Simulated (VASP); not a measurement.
Set up this calculation in VASP 6.6.1, as the native input.

```yaml
Task: relaxation of cell and atoms
Functional: PBEsol
Potentials_or_basis: VASP PAW PBE potentials, release 64 (Ti_sv)
Cutoff: 550 eV
k_mesh: 6 × 6 × 2
Occupations: gaussian, width 0.1 eV
Spin: no spin polarisation
Dipole_correction: no
Second_try: not_converged
Further_INCAR_settings: ALGO = All; EDIFF = 1e-07; IBRION = 2; EDIFFG = -0.04; NSW = 90; ISIF = 3
```

The structure of Ti lies in POSCAR:

```
Ti
1.0
    2.9654869832      0.0000000000      0.0000000000
   -1.4827434916      2.5681870621      0.0000000000
    0.0000000000      0.0000000000      9.5642808275
Ti
4
Direct
    0.0000000000      0.0000000000      0.0000000000
    0.0000000000      0.0000000000      0.5000000000
    0.3333333333      0.6666666667      0.7500000000
    0.6666666667      0.3333333333      0.2500000000
```

These files were run (other wordings do the same):

INCAR

```
SYSTEM = Ti
  PREC = Accurate
  ENCUT = 550
  EDIFF = 1E-7
  ISMEAR = 0
  SIGMA = 0.1
  LREAL = .False.
  LASPH = .True.
  NELM = 300
  ALGO = All
  ISIF = 3
  LWAVE = .False.
  LCHARG = .False.
  GGA = PS
  IBRION = 2
  NSW = 90
  EDIFFG = -0.04
  GGA_COMPAT = .False.
  NELMIN = 4
  ISEARCH = 1
  KPAR = 4
```

KPOINTS

```
Automatic mesh
0
Gamma
  6 6 2
  0 0 0
```

Potentials or basis: VASP PAW PBE potentials, release 64 (Ti_sv).

Run with:

```bash
$ cat potpaw_PBE.64/Ti_sv/POTCAR > POTCAR
$ mpirun -np 4 vasp_std > vasp.out
```

Results of the run:

```json
{
  "Relaxed volume": "16.74 Å³/atom",
  "Relaxed cell": "a = 2.884 Å, b = 2.884 Å, c = 9.293 Å, α = 90.00°, β = 90.00°, γ = 120.00°",
  "Space group after relaxing (to 0.1 Å)": "P6_3/mmc (No. 194)",
  "Energy gained by relaxing": "42.0 meV/atom",
  "Ionic steps": "3",
  "Pressure after relaxing": "-0.1 GPa",
  "Band gap on the k mesh": "zero (bands 24 and 25 overlap by 0.84 eV)"
}
```

Caveat: the k points lie up to 0.42 Å⁻¹ apart in the final cell, too coarse for converged energies and pressures of a metal; the highest band is partly filled, so the run has too few bands; the PAW data sets were made with another functional, which shifts forces and pressure a little.

Wall time 52 s on 4 MPI ranks on Intel(R) Xeon(R) 6975P-C (Granite Rapids), on a shared host, peak memory 0.23 GiB a rank.
